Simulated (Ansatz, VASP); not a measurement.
# CoH4 in VASP and in Ansatz

```
Co H
1.0
     2.94817    0.00000    0.00000
    -1.47408    2.55319    0.00000
     0.00000    0.00000    3.12642
Co H
1 4
Direct
  0.00000 0.00000 0.50000
  0.50000 0.00000 0.00000
  0.00000 0.50000 0.00000
  0.50000 0.50000 0.00000
  0.00000 0.00000 0.00000
```

Alike in both runs: functional PBE; k mesh 6 × 6 × 6; occupations gaussian, width 0.1 eV; collinear spin.

Ansatz relaxed the structure, and its values are those at the end. VASP's run is a single point on that final structure, the one shown.

```csv
,VASP,Ansatz
version,VASP 6.6.1,Ansatz 0.2.0
potentials or method,"VASP PAW PBE potentials, release 64 (Co_sv, H), cutoff 600 eV","scalar-relativistic, plane waves, PAW"
valence electrons in the cell,21,21
```

VASP gave:

| Property | Result |
| --- | --- |
| gap on the k mesh at the Fermi level (eV) | none |
| pressure (GPa) | -1.9 |
| net moment per atom (μB) | 0.12 |
| size of the moment on the site where the two differ most (μB) | 0.63 |

Question: Estimate Ansatz's values.

Answer: gap on the k mesh at the Fermi level (eV): none; pressure (GPa): 0.0; net moment per atom (μB): 0.12; size of the moment on the site where the two differ most (μB): 0.54.

Site moments also hang on the region over which each program counts them. A gap of «none» marks a metal or a gap that the smearing closes.

The k mesh is coarse, so the values compare programs but aren't converged.
